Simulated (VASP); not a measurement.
Wanted: the native input for a VASP 6.6.1 run.

```yaml
Task: single point
Functional: PBEsol
Potentials_or_basis: VASP PAW PBE potentials, release 64 (Mg, Te)
Cutoff: 520 eV
k_mesh: 6 × 4 × 1
Occupations: fermi-dirac, width 0.05 eV
Spin: no spin polarisation
Dipole_correction: no
Further_INCAR_settings: ALGO = Normal; EDIFF = 1e-06; NBANDS = 36
```

The structure of MgTe lies in POSCAR:

```
MgTe
1.0
    3.2194050000     -3.2194050000      0.0000000000
    0.0000000000      0.0000000000      6.4388090000
  -17.2409000000    -17.2409000000      0.0000000000
Mg Te
6 6
Direct
    0.9984530000      0.0202580000      0.6459990000
    0.9985430000      0.9430570000      0.2903110000
    0.9980700000      0.0184410000      0.4564830000
    0.4980170000      0.5182900000      0.5438030000
    0.4989270000      0.4423650000      0.7100010000
    0.4985170000      0.5207670000      0.3542990000
    0.9980500000      0.2661920000      0.5499460000
    0.9989200000      0.2445280000      0.7421250000
    0.9985380000      0.2699500000      0.3628450000
    0.4980900000      0.7663610000      0.4503840000
    0.4984670000      0.7694680000      0.6374780000
    0.4985010000      0.7451480000      0.2582050000
```

The input as run:

INCAR

```
PREC = Accurate
ENCUT = 520
EDIFF = 1E-6
ISMEAR = -1
SIGMA = 0.05
LREAL = F
LASPH = T
NELM = 80
ALGO = Normal
ISIF = 2
LWAVE = F
LCHARG = F
GGA = PS
NBANDS = 36
```

KPOINTS

```
Automatic mesh
0
Gamma
  6 4 1
```

Potentials or basis: VASP PAW PBE potentials, release 64 (Mg, Te).

Run with:

```bash
$ cat potpaw_PBE.64/Mg/POTCAR potpaw_PBE.64/Te/POTCAR > POTCAR
$ mpirun -np 1 vasp_std > vasp.out
```

Results of the run:

```json
{
  "Largest force": "0.028 eV/Å",
  "Band gap on the k mesh": "2.47 eV"
}
```

Caveat: there is no dipole correction, which matters where the two faces differ; the PAW data sets were made with another functional, which shifts forces and pressure a little; spin-orbit coupling is left out, which moves the levels of the heavy elements.

It took 7.9 min on 1 thread of AMD EPYC 7R13 Processor (Zen 3), with other jobs on the host, peak memory 0.82 GiB.
